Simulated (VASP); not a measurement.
## Cu: single point with RPBE

The system is Cu.

```
CELL_PARAMETERS angstrom
4.00180 0.00000 0.00000
-2.00090 3.46566 0.00000
0.00000 0.00000 2.40416
ATOMIC_POSITIONS crystal
Cu 0.00000 0.00000 0.00000
Cu 0.33333 0.66667 0.50000
Cu 0.66667 0.33333 0.50000
```

This isn't the form of Cu at room conditions, which is fcc.

```json
{
 "Program": "VASP 6.6.1",
 "Task": "single point",
 "Functional": "RPBE",
 "Potentials or basis": "VASP PAW PBE potentials, release 64 (Cu)",
 "Cutoff": "520 eV",
 "k mesh": "10 × 10 × 14",
 "Occupations": "fermi-dirac, width 0.1 eV",
 "Spin": "no spin polarisation"
}
```

The pressure is 21.7 GPa and the band gap on the k mesh is zero (an odd number of electrons rules out a gap without spin polarisation).

Stress tensor (GPa, compression positive):
```
22.00  0.00  0.00
 0.00 22.00  0.00
 0.00  0.00 21.03
```

Levels at points of the mesh, in eV from the Fermi level:
```
           k point  band 14  band 15  band 16  band 17  band 18  band 19
(0.00, 0.00, 0.00)    -2.51    -1.65    -1.65     4.71     4.71     4.73
(0.50, 0.00, 0.00)    -1.88    -1.87    -1.74    -1.61    -0.88     4.56
(0.00, 0.00, 0.50)    -1.80    -1.32    -0.31     0.40     8.61     8.99
(0.50, 0.00, 0.50)    -1.67    -1.48     0.64     0.66     3.69     4.04
```

It took 2.7 min on 1 thread of AMD EPYC 7R13, on a shared host, peak memory 0.16 GiB.

Caveat: the cell stands under pressure; the PAW data sets were made with another functional, which shifts forces and pressure a little.
